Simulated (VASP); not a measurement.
# Cs (I4/mmm) in VASP: further runs, part 2 of 2

VASP 6.6.1. The steps go on from the part before.

### 3 Single point, PBE (strain +0.000 along x and y, +0.025 along z)

Contents of INCAR:

```
SYSTEM = Cs
PREC     = Accurate       ! precision mode
ENCUT    = 520            ! plane-wave cutoff, eV
EDIFF    = 1E-7           ! SCF threshold, eV
ISMEAR   = 0              ! smearing method
SIGMA    = 0.15           ! smearing width, eV
LREAL    = .FALSE.        ! projectors in reciprocal space
LASPH    = .TRUE.         ! aspherical terms in the spheres
NELM     = 80             ! most SCF steps
ALGO     = Fast           ! electronic algorithm
ISIF     = 2              ! what is computed and relaxed
LWAVE    = .FALSE.        ! write WAVECAR
LCHARG   = .TRUE.         ! write CHGCAR
GGA      = PE             ! functional
LELF     = .TRUE.         ! ELF
LVHAR    = .TRUE.       
NBANDS   = 10             ! bands
```

Contents of KPOINTS:

```
Automatic mesh
0
G
  12 12 12
  0 0 0
```

Contents of POSCAR:

```
Cs
1.0
   -3.0225000000      3.0225000000      3.0980625000
    3.0225000000     -3.0225000000      3.0980625000
    3.0225000000      3.0225000000     -3.0980625000
Cs
1
Direct
    0.0000000000      0.0000000000      0.0000000000
```

Potentials or basis: VASP PAW PBE potentials, release 64 (Cs_sv).

Started as:

```bash
$ cat potpaw_PBE.64/Cs_sv/POTCAR > POTCAR
$ mpirun -np 1 vasp_std > vasp.out
```

OUTCAR:

```text
SYSTEM = Cs
   PREC = Accurate
   ENCUT = 520
   EDIFF = 1E-7
   ISMEAR = 0
   LREAL = .FALSE.
   LASPH = .TRUE.
   NELM = 80
   ISIF = 2
   GGA = PE

 ion  position               nearest neighbor table
   1  0.000  0.000  0.000-

  LATTYP: Found a body centered tetragonal cell.
 ALAT       =     6.0450000000
 C/A-ratio  =     1.0250000000

  Lattice vectors:

 A1 = (  -3.0225000000,   3.0225000000,   3.0980625000)
 A2 = (   3.0225000000,  -3.0225000000,   3.0980625000)
 A3 = (   3.0225000000,   3.0225000000,  -3.0980625000)

Analysis of symmetry for initial positions (statically):
=====================================================================
 Subroutine PRICEL returns:
 Original cell was already a primitive cell.

 Routine SETGRP: Setting up the symmetry group for a
 body centered tetragonal supercell.

 Subroutine GETGRP returns: Found 16 space group operations
 (whereof 16 operations were pure point group operations)
 out of a pool of 16 trial point group operations.

The static configuration has the point symmetry D_4h.

Analysis of symmetry for dynamics (positions and initial velocities):
=====================================================================
 Subroutine PRICEL returns:
 Original cell was already a primitive cell.

 Routine SETGRP: Setting up the symmetry group for a
 body centered tetragonal supercell.

 Subroutine GETGRP returns: Found 16 space group operations
 (whereof 16 operations were pure point group operations)
 out of a pool of 16 trial point group operations.

The dynamic configuration has the point symmetry D_4h.

 Subroutine INISYM returns: Found 16 space group operations
 (whereof 16 operations are pure point group operations),
 and found     1 'primitive' translations

----------------------------------------------------------------------------------------

                                     Primitive cell

  volume of cell :     113.2095

  direct lattice vectors                    reciprocal lattice vectors
    -3.022500000  3.022500000  3.098062500     0.000000000  0.165425972  0.161391192
     3.022500000 -3.022500000  3.098062500     0.165425972  0.000000000  0.161391192
     3.022500000  3.022500000 -3.098062500     0.165425972  0.165425972  0.000000000

  length of vectors
     5.279110129  5.279110129  5.279110129     0.231112243  0.231112243  0.233947653

  position of ions in fractional coordinates (direct lattice)
     0.000000000  0.000000000  0.000000000

  ion indices of the primitive-cell ions
   primitive index   ion index
                 1           1

----------------------------------------------------------------------------------------

 KPOINTS: Automatic mesh

Automatic generation of k-mesh.
 Grid dimensions read from file:
 generate k-points for:   12   12   12

 Generating k-lattice:

  Cartesian coordinates                     Fractional coordinates (reciprocal lattice)
     0.000000000  0.013785498  0.013449266     0.083333333  0.000000000 -0.000000000
     0.013785498  0.000000000  0.013449266     0.000000000  0.083333333 -0.000000000
     0.013785498  0.013785498  0.000000000     0.000000000  0.000000000  0.083333333

  Length of vectors
     0.019259354  0.019259354  0.019495638

  Shift w.r.t. Gamma in fractional coordinates (k-lattice)
     0.000000000  0.000000000  0.000000000

 Subroutine IBZKPT returns following result:
 ===========================================

 Found    163 irreducible k-points:

 Following reciprocal coordinates:
            Coordinates               Weight
  0.000000  0.000000  0.000000      1.000000
  0.083333  0.000000  0.000000      8.000000
  0.166667  0.000000  0.000000      8.000000
  0.250000  0.000000  0.000000      8.000000
  0.333333  0.000000  0.000000      8.000000
  0.416667  0.000000 -0.000000      8.000000
[... 16 lines left out ...]
  0.500000  0.166667  0.000000     16.000000
 -0.416667  0.166667  0.000000     16.000000
 [... further k-points ...]
   k-points           NKPTS =    163   k-points in BZ     NKDIM =    163   number of bands    NBANDS=     10
   number of dos      NEDOS =    301   number of ions     NIONS =      1
   total plane-waves  NPLWV =  64000
   dimension x,y,z NGX =    40 NGY =   40 NGZ =   40
   dimension x,y,z NGXF=    80 NGYF=   80 NGZF=   80
   ions per type =               1
   NGX,Y,Z   is equivalent  to a cutoff of  12.60, 12.60, 12.60 a.u.
   NGXF,Y,Z  is equivalent  to a cutoff of  25.19, 25.19, 25.19 a.u.
 SYSTEM =  Cs
   PREC   = accura    normal or accurate (medium, high low for compatibility)
   ISTART =      0    job   : 0-new  1-cont  2-samecut
   ICHARG =      2    charge: 1-file 2-atom 10-const
   ISPIN  =      1    spin polarized calculation?
   LNONCOLLINEAR =      F non collinear calculations
   LSORBIT =      F    spin-orbit coupling
   LASPH  =      T    aspherical Exc in radial PAW
   ENCUT  =  520.0 eV  38.22 Ry    6.18 a.u.   9.82  9.82  9.82*2*pi/ulx,y,z
   NELM   =     80;   NELMIN=  2; NELMDL= -5     # of ELM steps
   EDIFF  = 0.1E-06   stopping-criterion for ELM
   LREAL  =      F    real-space projection
   EDIFFG = 0.1E-05   stopping-criterion for IOM
   NSW    =      0    number of steps for IOM
   IBRION =     -1    ionic relax: 0-MD 1-quasi-New 2-CG
   NFREE  =      0    steps in history (QN), initial steepest desc. (CG)
   ISIF   =      2    stress and relaxation
   ISYM   =      2    0-nonsym 1-usesym 2-fastsym
   POTIM  = 0.5000    time-step for ionic-motion
   TEBEG  =    0.0;   TEEND  =   0.0 temperature during run
   PSTRESS=    0.0 pullay stress
   NELECT =       9.0000    total number of electrons
   NUPDOWN=      -1.0000    fix difference up-down
   EMIN   =  10.00;   EMAX   =-10.00  energy-range for DOS
   EFERMI =   0.00;   METHOD = LEGACY
   ISMEAR =     0;   SIGMA  =   0.15  broadening in eV -4-tet -1-fermi 0-gaus
   EFERMI_NEDOS =   21; number of points for ismear=-14 and -15
   IALGO  =     68    algorithm
   IMIX   =      4    mixing-type and parameters
     AMIX     =   0.40;   BMIX     =  1.00
     AMIX_MAG =   1.60;   BMIX_MAG =  1.00
  volume/ion in A,a.u.               =     113.21       763.98
  Fermi-wavevector in a.u.,A,eV,Ry     =   0.703928  1.330231  6.741881  0.495514
  Thomas-Fermi vector in A             =   1.789031
   LORBIT       =      0    0 simple, 1 ext, 2 COOP (PROOUT), +10 PAW based schemes
   GGA     = PE    functional components
   LHFCALC =     F    Hartree Fock is set to
   AEXX    =    0.0000 exact exchange contribution
   IVDW    =     0    specifies the selected vdW correction
   LEPSILON=     F    determine dielectric tensor
   LRPA    =     F    only Hartree local field effects (RPA)
 non-spin polarized calculation
 RMM-DIIS sequential band-by-band and
 Gauss-broadening in eV      SIGMA  =   0.15
  energy-cutoff  :      520.00
  volume of cell :      113.21
 maximum number of plane-waves:      3068
   NGX = 19   NGY = 19   NGZ = 19

 number of electron       9.0000000 magnetization

 Free energy of the ion-electron system (eV)
  ---------------------------------------------------
  ext. energy  EPLUGINS =         0.00000000
  ---------------------------------------------------
  free energy    TOTEN  =        -0.85641167 eV

  energy without entropy =       -0.84025313  energy(sigma->0) =       -0.84833240

 E-fermi :   0.4930     XC(G=0):  -5.4465

 val. band max:        0.4753783710   @ k =  -0.2500  -0.3333   0.1667
 cond. band min:       0.4987418061   @ k =   0.2500   0.2500   0.0000
 fundamental gap:      0.0233634350
 Fermi energy:         0.4929590138

 k-point     1 :       0.0000    0.0000    0.0000
  band No.  band energies     occupation
      1     -23.3557      2.00000
      2     -10.0964      2.00000
      3     -10.0964      2.00000
      4     -10.0964      2.00000
      5      -1.2007      2.00000
      6       2.9636      0.00000
      7       2.9636      0.00000
      8       3.0652      0.00000
      9       3.7906      0.00000
     10       3.9367      0.00000
[... 287 lines left out ...]
 k-point    24 :      -0.4167    0.1667    0.0000
  band No.  band energies     occupation
      1     -23.3496      2.00000
      2     -10.2072      2.00000
      3     -10.1385      2.00000
      4     -10.1074      2.00000
      5       0.0878      1.99987
      6       1.7961      0.00000
      7       2.1575      0.00000
      8       3.5969      0.00000
      9       4.1645      0.00000
     10       4.3193      0.00000

 [... further k-points ...]

------------------------ aborting loop because EDIFF is reached ----------------------------------------

  FORCE on cell =-STRESS in cart. coord.  units (eV):
  Direction    XX          YY          ZZ          XY          YZ          ZX
  --------------------------------------------------------------------------------------
  -------------------------------------------------------------------------------------
  Total        0.0436058      0.0436058      0.0404949      0.0000000     -0.0000000      0.0000000
  in kB        0.6171239      0.6171239      0.5730971      0.0000000     -0.0000000      0.0000000
  external PRESSURE =       0.6024483 kB  Pullay stress =       0.0000000 kB

 VOLUME and BASIS-vectors are now :
 -----------------------------------------------------------------------------
  energy-cutoff  :      520.00
  volume of cell :      113.21
      direct lattice vectors                 reciprocal lattice vectors
    -3.022500000  3.022500000  3.098062500     0.000000000  0.165425972  0.161391192
     3.022500000 -3.022500000  3.098062500     0.165425972  0.000000000  0.161391192
     3.022500000  3.022500000 -3.098062500     0.165425972  0.165425972  0.000000000

 POSITION                                       TOTAL-FORCE (eV/Angst)
 -----------------------------------------------------------------------------------
      0.00000      0.00000      0.00000         0.000000      0.000000     -0.000000
 -----------------------------------------------------------------------------------
    total drift:                               -0.000000     -0.000000     -0.000000

  FREE ENERGIE OF THE ION-ELECTRON SYSTEM (eV)
  ---------------------------------------------------
  free  energy   TOTEN  =        -0.8564116662 eV

  energy  without entropy=       -0.8402531344  energy(sigma->0) =       -0.84833240
```

Run time: 91 s. Hardware: 1 thread of Intel Xeon 6975P-C (Granite Rapids), shared host; peak memory 0.34 GiB.

What came out:

| Item | Value |
| --- | --- |
| Free energy | -0.8564 eV |
| Pressure | 0.1 GPa |

Levels at points of the mesh, in eV from the Fermi level:
| k point | band 1 | band 2 | band 3 | band 4 | band 5 | band 6 | band 7 | band 8 |
| --- | --- | --- | --- | --- | --- | --- | --- | --- |
| (0.00, 0.00, 0.00) | -23.85 | -10.59 | -10.59 | -10.59 | -1.69 | 2.47 | 2.47 | 2.57 |
| (0.50, 0.00, 0.00) | -23.84 | -10.73 | -10.64 | -10.59 | 0.02 | 0.87 | 1.68 | 3.17 |
| (0.50, 0.50, 0.00) | -23.84 | -10.73 | -10.64 | -10.59 | 0.05 | 0.93 | 1.57 | 3.29 |
| (0.50, 0.50, 0.50) | -23.84 | -10.70 | -10.69 | -10.69 | 0.61 | 0.66 | 2.92 | 3.12 |

Caveat: the cell differs from its parent crystal (strain +0.000 along x and y, +0.025 along z); spin-orbit coupling is left out, which moves the levels of the heavy elements.

### 4 Single point, PBE (strain +0.025 along x and y, +0.000 along z)

Contents of INCAR:

```
PREC     = Accurate       # precision mode
ENCUT    = 520            # plane-wave cutoff, eV
EDIFF    = 1E-6           # SCF threshold, eV
ISMEAR   = 0              # smearing method
SIGMA    = 0.15           # smearing width, eV
LREAL    = False          # projectors in reciprocal space
LASPH    = True           # aspherical terms in the spheres
NELM     = 60             # most SCF steps
ALGO     = Fast           # electronic algorithm
ISIF     = 2              # what is computed and relaxed
LWAVE    = False          # write WAVECAR
LCHARG   = False          # write CHGCAR
GGA      = PE             # functional
NBANDS   = 10             # bands
```

Contents of KPOINTS:

```
regular mesh
0
Gamma
  12 12 12
```

Contents of POSCAR:

```
Cs
1.0
   -3.0980625000      3.0980625000      3.0225000000
    3.0980625000     -3.0980625000      3.0225000000
    3.0980625000      3.0980625000     -3.0225000000
Cs
1
Direct
    0.0000000000      0.0000000000      0.0000000000
```

Started as:

```bash
$ cat potpaw_PBE.64/Cs_sv/POTCAR > POTCAR
$ mpirun -np 1 vasp_std > vasp.out
```

It took 57 s on 1 thread of Intel Xeon 6975P-C (Granite Rapids), shared host; peak memory 0.36 GiB.

Results (log left out):

```yaml
Free_energy: -0.8571 eV
Pressure: 0.0 GPa
```

Levels at points of the mesh, in eV from the Fermi level:
```
           k point  band 2  band 3  band 4  band 5  band 6  band 7
(0.00, 0.00, 0.00)  -10.61  -10.61  -10.61   -1.67    2.42    2.52
(0.50, 0.00, 0.00)  -10.74  -10.65  -10.61    0.05    0.88    1.61
(0.50, 0.50, 0.00)  -10.74  -10.65  -10.60    0.02    0.83    1.72
(0.50, 0.50, 0.50)  -10.70  -10.70  -10.70    0.63    0.68    2.92
```

Caveat: the cell differs from its parent crystal (strain +0.025 along x and y, +0.000 along z); spin-orbit coupling is left out, which moves the levels of the heavy elements.

### 5 Overview

| cell | further INCAR settings | gap on the mesh (eV) | pressure (GPa) |
| --- | --- | --- | --- |
| a = 5.192 Å, angles 108.8, 108.8, 110.8°, 1 atom | ALGO = Fast; EDIFF = 1e-07; NBANDS = 10 | none | 0.2 |
| a = 5.279 Å, angles 110.1, 110.1, 108.1°, 1 atom | ALGO = Fast; EDIFF = 1e-07; NBANDS = 10 | none | 0.1 |
| a = 5.323 Å, angles 108.8, 108.8, 110.8°, 1 atom | ALGO = Fast; EDIFF = 1e-06; NBANDS = 10 | none | 0.0 |

Alike in all rows: task single point; level PBE; potentials or basis VASP PAW PBE potentials, release 64 (Cs_sv); no spin polarisation; k mesh 12 × 12 × 12; cutoff (eV) 520; smearing gaussian 0.15 eV.

Caveats: spin-orbit coupling is left out, which moves the levels of the heavy elements.

Absolute energies hang on the potentials; compare differences alone.
